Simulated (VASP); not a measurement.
Input of a VASP 6.6.1 run:

POSCAR

```
Nb
1.0
   -1.6639500000      1.6639500000      1.7055487500
    1.6639500000     -1.6639500000      1.7055487500
    1.6639500000      1.6639500000     -1.7055487500
Nb
1
Direct
    0.0000000000      0.0000000000      0.0000000000
```

INCAR.step1

```
SYSTEM = Nb
PREC     = Accurate       ! precision mode
ENCUT    = 520            ! plane-wave cutoff, eV
ISMEAR   = 0              ! smearing method
SIGMA    = 0.15           ! smearing width, eV
LREAL    = .FALSE.        ! projectors in reciprocal space
LASPH    = .TRUE.         ! aspherical terms in the spheres
NELM     = 60             ! most SCF steps
NBANDS   = 12             ! bands
GGA      = PE             ! functional
ALGO     = Normal         ! electronic algorithm
EDIFF    = 1E-4           ! SCF threshold, eV
LWAVE    = .TRUE.         ! write WAVECAR
LCHARG   = .FALSE.        ! write CHGCAR
```

File INCAR.step2:

```
SYSTEM = Nb
PREC     = Accurate       ! precision mode
ENCUT    = 520            ! plane-wave cutoff, eV
EDIFF    = 1E-6           ! SCF threshold, eV
ISMEAR   = 0              ! smearing method
SIGMA    = 0.15           ! smearing width, eV
LREAL    = .FALSE.        ! projectors in reciprocal space
LASPH    = .TRUE.         ! aspherical terms in the spheres
NELM     = 60             ! most SCF steps
ALGO     = Normal         ! electronic algorithm
ISIF     = 2              ! what is computed and relaxed
LWAVE    = .FALSE.        ! write WAVECAR
LCHARG   = .FALSE.        ! write CHGCAR
METAGGA  = R2SCAN         ! meta-GGA
LMIXTAU  = .TRUE.       
NBANDS   = 12             ! bands
ISTART   = 1
```

KPOINTS

```
Automatic mesh
0
G
  20 20 20
  0 0 0
```

Potentials or basis: VASP PAW PBE potentials, release 64 (Nb_sv).

Command:

```bash
$ cat potpaw_PBE.64/Nb_sv/POTCAR > POTCAR
$ cp INCAR.step1 INCAR
$ mpirun -np 1 vasp_std > vasp.out
$ cp INCAR.step2 INCAR
$ mpirun -np 1 vasp_std > vasp.out
```

Task: Estimate the pressure.

Result: -7.6 GPa.

Task: Estimate the band gap on the k mesh.

Result: Zero (an odd number of electrons rules out a gap without spin polarisation).

Stress tensor (GPa, compression positive):
```
-6.78  0.00  0.00
 0.00 -6.78  0.00
 0.00  0.00 -9.26
```

Caveat: the cell differs from its parent crystal (strain +0.000 along x and y, +0.025 along z); the cell stands under tension; the PAW data sets were made with another functional, which shifts forces and pressure a little.
